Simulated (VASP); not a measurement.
# W: single point with revPBE

The system is W.

```xyz
3
Lattice="4.7015 0.0000 0.0000 -2.3507 4.0716 0.0000 0.0000 0.0000 2.6179" Properties=species:S:1:pos:R:3 pbc="T T T"
W    -2.3507    4.0716    0.0000
W     0.0000    2.7144    1.3090
W     2.3507    1.3572    1.3090
```

This isn't the form of W at room conditions, which is bcc.

```yaml
Program: VASP 6.6.1
Task: single point
Functional: revPBE
Potentials_or_basis: VASP PAW PBE potentials, release 64 (W_sv)
Cutoff: 520 eV
k_mesh: 9 × 9 × 13
Occupations: fermi-dirac, width 0.1 eV
Spin: no spin polarisation
Dipole_correction: no
Further_INCAR_settings: ALGO = Normal; EDIFF = 1e-06; NBANDS = 28
```

```
Pressure               : 0.6 GPa
Band gap on the k mesh : zero (bands 21 and 22 overlap by 0.73 eV)
```

Stress tensor (GPa, compression positive):
```
0.89 0.00 0.00
0.00 0.89 0.00
0.00 0.00 0.09
```

Levels at points of the mesh, in eV from the Fermi level:
```tsv
k point	band 17	band 18	band 19	band 20	band 21	band 22	band 23	band 24	band 25	band 26
(0.00, 0.00, 0.00)	-2.48	-2.44	-2.44	-2.22	-0.28	-0.28	2.12	2.12	2.19	2.19
```

Run time: 2.5 min on 1 thread of Intel Xeon 8259CL, with other jobs on the host, peak memory 0.22 GiB.

Caveat: the PAW data sets were made with another functional, which shifts forces and pressure a little; spin-orbit coupling is left out, which moves the levels of the heavy elements.
